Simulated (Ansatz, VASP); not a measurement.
# Gd in VASP and in Ansatz

Contents of POSCAR:

```
Gd
1.0
   -2.0582026226      2.0582026226      2.0582026226
    2.0582026226     -2.0582026226      2.0582026226
    2.0582026226      2.0582026226     -2.0582026226
Gd
1
Direct
    0.0000000000      0.0000000000      0.0000000000
```

File INCAR.step1:

```
SYSTEM = Gd
ALGO = Normal
EDIFF = 1E-4
ENCUT = 520
GGA = PE
ISMEAR = 1
ISPIN = 2
LASPH = .TRUE.
LCHARG = .FALSE.
LMAXMIX = 6
LREAL = .FALSE.
LWAVE = .TRUE.
MAGMOM = 7
NBANDS = 19
NELM = 150
PREC = Accurate
SIGMA = 0.1
```

Contents of INCAR.step2:

```
SYSTEM = Gd
ALGO = Normal
EDIFF = 1E-7
ENCUT = 520
ISIF = 2
ISMEAR = 1
ISPIN = 2
ISTART = 1
LASPH = .TRUE.
LCHARG = .FALSE.
LMAXMIX = 6
LMIXTAU = .TRUE.
LORBIT = 11
LREAL = .FALSE.
LWAVE = .FALSE.
MAGMOM = 7
METAGGA = R2SCAN
NBANDS = 19
NELM = 150
PREC = Accurate
SIGMA = 0.1
```

File KPOINTS:

```
k-points
0
G
  8 8 8
  0 0 0
```

Input for Ansatz:

```yaml
crystal:
  lattice:
    - [-2.0582026225500782, 2.0582026225500782, 2.0582026225500782]
    - [2.0582026225500782, -2.0582026225500782, 2.0582026225500782]
    - [2.0582026225500782, 2.0582026225500782, -2.0582026225500782]
  atoms:
    - { symbol: Gd, position: [0.0, 0.0, 0.0], spin: 7.0 }
basis:
  ecutwfc: 650.0
kpoints:
  mp_grid:
    grid: [8, 8, 8]
hamiltonian:
  xc: r2scan
magnetization:
  spin_polarized: true
scf:
  occupations:
    method: cold
    width: 0.1
```

Alike in both runs: task single point; functional r2SCAN; k mesh 8 × 8 × 8; collinear spin.

|  | VASP | Ansatz |
| --- | --- | --- |
| version | VASP 6.6.1 | Ansatz 0.2.0 |
| potentials or method | VASP PAW PBE potentials, release 64 (Gd), cutoff 520 eV | plane waves, PAW |
| occupations | methfessel-paxton of order 1, width 0.1 eV | cold, width 0.1 eV |
| valence electrons in the cell | 18 | 18 |

Ansatz gave:

| Quantity | Value |
| --- | --- |
| net moment per atom (μB) | 7.98 |
| size of the moment on the site where the two differ most (μB) | 7.57 |

Q: Estimate VASP's values.

A: net moment per atom (μB): 7.97; size of the moment on the site where the two differ most (μB): 7.10.

VASP's potentials were made for PBE, not for r2SCAN. Site moments also hang on the region over which each program counts them. Ansatz's warnings: stability check not made.

Neither program's run includes spin-orbit coupling.
